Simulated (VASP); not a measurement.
The system is SiNi.

```
Si Ni
1.0
     4.51860    0.00000    0.00000
     0.00000    4.51860    0.00000
     0.00000    0.00000    4.51860
Si Ni
4 4
Direct
  0.65351 0.15351 0.34649
  0.15351 0.34649 0.65351
  0.34649 0.65351 0.15351
  0.84649 0.84649 0.84649
  0.35103 0.85103 0.64897
  0.85103 0.64897 0.35103
  0.64897 0.35103 0.85103
  0.14897 0.14897 0.14897
```

```yaml
Program: VASP 6.6.1
Task: relaxation of cell and atoms
Functional: r2SCAN
Potentials_or_basis: VASP PAW PBE potentials, release 64 (Si, Ni)
Cutoff: 600 eV
k_mesh: 8 × 8 × 8
Occupations: gaussian, width 0.1 eV
Spin: no spin polarisation
```

At the start: pressure -6.7 GPa; volume 11.53 Å³/atom.

Problem. Where does the relaxation end?

Solution. Over 7 steps the energy falls by 8.9 meV/atom and the volume is 11.13 Å³/atom (-3.5 %); space group P2_13 (No. 198, to 0.1 Å) before and after.

The path:
```tsv
step	energy change (eV)	largest force (eV/Å)	pressure (GPa)	volume (Å³)
1	0.0000	0.0414	-6.69	92.26
2	-0.0007	0.0496	7.66	85.98
3	-0.0706	0.0343	-0.02	89.02
4	-0.0706	0.0347	0.13	88.96
5	-0.0708	0.0164	-0.13	89.06
6	-0.0708	0.0150	-0.13	89.07
7	-0.0709	0.0010	0.00	89.01
```

Final structure:
```
Si Ni
1.0
     4.46487    0.00000    0.00000
     0.00000    4.46487    0.00000
     0.00000    0.00000    4.46487
Si Ni
4 4
Direct
  0.65309 0.15309 0.34691
  0.15309 0.34691 0.65309
  0.34691 0.65309 0.15309
  0.84691 0.84691 0.84691
  0.35124 0.85124 0.64876
  0.85124 0.64876 0.35124
  0.64876 0.35124 0.85124
  0.14876 0.14876 0.14876
```

Caveat: the PAW data sets were made with another functional, which shifts forces and pressure a little.
